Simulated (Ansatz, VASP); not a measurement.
Cs: VASP beside Ansatz

```
CELL_PARAMETERS angstrom
-2.64537 2.64537 3.84107
2.64537 -2.64537 3.84107
2.64537 2.64537 -3.84107
ATOMIC_POSITIONS crystal
Cs 0.00000 0.00000 0.00000
```

Alike in both runs: functional PBEsol; k mesh 7 × 7 × 7; occupations methfessel-paxton of order 1, width 0.15 eV; no spin polarisation.

Ansatz relaxed the structure, and its values are those at the end. VASP's run is a single point on that final structure, the one shown.

```csv
,VASP,Ansatz
version,VASP 6.6.1,Ansatz 0.2.0
potentials or method,"VASP PAW PBE potentials, release 64 (Cs_sv), cutoff 500 eV","plane waves, PAW"
valence electrons in the cell,9,9
```

```tsv
	VASP	Ansatz	Ansatz less VASP
pressure (GPa)	0.0	0.0	+0.01
```

VASP's potentials were made for PBE, not for PBEsol. The functional is the same, so the differences come from potentials, cutoffs and numerics.

Spin-orbit coupling is off throughout.
